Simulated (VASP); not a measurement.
# BP: single point with r2SCAN

The system is BP.

```
B P
1.0
     0.00000    2.39531    2.03601
     2.39531    0.00000    2.03601
     2.39531    2.39531    0.00000
B P
1 1
Direct
  0.00000 0.00000 0.00000
  0.75000 0.75000 0.75000
```

This cell differs from its parent crystal: ratio of the length along z to the lengths across it x 0.85, volume and fractional coordinates fixed.

```
Program             : VASP 6.6.1
Task                : single point
Functional          : r2SCAN
Potentials or basis : VASP PAW PBE potentials, release 64 (B, P)
Cutoff              : 520 eV
k mesh              : 12 × 12 × 12
Occupations         : gaussian, width 0.05 eV
Spin                : no spin polarisation
```

```json
{
 "Pressure": "-1.2 GPa",
 "Band gap on the k mesh": "zero (bands 4 and 5 overlap by 0.97 eV)"
}
```

Stress tensor (GPa, compression positive):
```
-13.06   0.00   0.00
  0.00 -13.06   0.00
  0.00   0.00  22.40
```

Levels at points of the mesh, in eV from the Fermi level:
| k point | band 1 | band 2 | band 3 | band 4 | band 5 | band 6 | band 7 | band 8 |
| --- | --- | --- | --- | --- | --- | --- | --- | --- |
| (0.00, 0.00, 0.00) | -16.63 | -0.82 | -0.82 | 0.61 | 2.75 | 3.80 | 3.80 | 7.35 |
| (0.50, 0.00, 0.00) | -13.07 | -9.82 | -3.17 | -1.32 | 2.51 | 3.88 | 6.79 | 10.93 |
| (0.50, 0.50, 0.00) | -10.38 | -8.40 | -5.77 | -5.77 | -0.02 | 0.10 | 12.52 | 12.52 |
| (0.50, 0.00, 0.50) | -11.97 | -9.96 | -4.12 | -3.83 | 1.99 | 2.46 | 10.49 | 12.75 |

It took 52 s on 1 thread of Intel(R) Xeon(R) 6975P-C (Granite Rapids), on a shared host, peak memory 0.16 GiB.

Caveat: the stress differs along the axes, from -13 to 22 GPa; the PAW data sets were made with another functional, which shifts forces and pressure a little.
